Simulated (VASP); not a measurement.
A run of VASP 6.6.1 is set up as follows.

Contents of INCAR:

```
  PREC = Accurate
  ENCUT = 520
  EDIFF = 1E-7
  ISMEAR = -1
  SIGMA = 0.02
  LREAL = F
  LASPH = T
  NELM = 60
  ALGO = Normal
  ISIF = 2
  LWAVE = F
  LCHARG = F
  GGA = PE
  NBANDS = 17
```

Contents of KPOINTS:

```
regular mesh
0
Gamma
  6 6 6
```

File POSCAR:

```
SnO
1.0
    3.0674389114      0.0000000000      0.0000000000
    0.0000000000      3.0674389114      0.0000000000
    0.0000000000      0.0000000000      3.0674389114
Sn O
1 1
Direct
    0.0000000000      0.0000000000      0.0000000000
    0.5000000000      0.5000000000      0.5000000000
```

Potentials or basis: VASP PAW PBE potentials, release 64 (Sn_d, O).

Launch:

```bash
$ cat potpaw_PBE.64/Sn_d/POTCAR potpaw_PBE.64/O/POTCAR > POTCAR
$ mpirun -np 1 vasp_std > vasp.out
```

**Question.** What does it give for the pressure?

**Answer.** 7.5 GPa.

**Question.** What does it give for the band gap on the k mesh?

**Answer.** 0.09 eV, indirect (least direct gap 0.85 eV).

Caveat: spin-orbit coupling is left out, which moves the levels of the heavy elements. A k mesh can miss the band edges.
